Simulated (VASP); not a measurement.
A run of VASP 6.6.1:

INCAR

```
SYSTEM = NaTiO2
ALGO     = Normal         ! electronic algorithm
EDIFF    = 1E-7           ! SCF threshold, eV
ENCUT    = 520            ! plane-wave cutoff, eV
ISIF     = 2              ! what is computed and relaxed
ISMEAR   = -1             ! smearing method
ISPIN    = 2              ! spin polarisation
LASPH    = .True.         ! aspherical terms in the spheres
LCHARG   = .False.        ! write CHGCAR
LMAXMIX  = 4              ! l up to which the mixer works
LORBIT   = 11             ! projections on sites
LREAL    = .False.        ! projectors in reciprocal space
LWAVE    = .False.        ! write WAVECAR
MAGMOM   = 0 0.35 0 0     ! initial moments
NBANDS   = 28             ! bands
NELM     = 150            ! most SCF steps
NUPDOWN  = 0.35           ! fixed moment
PREC     = Accurate       ! precision mode
SIGMA    = 0.03           ! smearing width, eV
```

KPOINTS

```
k-points
0
Gamma
  10 10 10
  0 0 0
```

Contents of POSCAR:

```
NaTiO2
1.0
    1.5065914500      0.8698309792      5.3990454898
   -1.5065914500      0.8698309792      5.3990454898
    0.0000000000     -1.7396619584      5.3990454898
Na Ti O
1 1 2
Direct
    0.0000000000      0.0000000000      0.0000000000
    0.5000000000      0.5000000000      0.5000000000
    0.7638036100      0.7638036100      0.7638036100
    0.2361963900      0.2361963900      0.2361963900
```

Potentials or basis: VASP PAW LDA potentials, release 64 (Na_pv, Ti_sv, O).

Command:

```sh
$ cat potpaw_LDA.64/Na_pv/POTCAR potpaw_LDA.64/Ti_sv/POTCAR potpaw_LDA.64/O/POTCAR > POTCAR
$ mpirun -np 1 vasp_std > vasp.out
```

Hardware: 1 thread of Oxide Virtual Turin-like Processor, on a shared host.

Task: How long does it take, and how much memory?

Result: Run time: 14 min on 1 thread of Oxide Virtual Turin-like Processor (shared host), peak memory 0.34 GiB. Counts: scf iterations 16, k points 116.
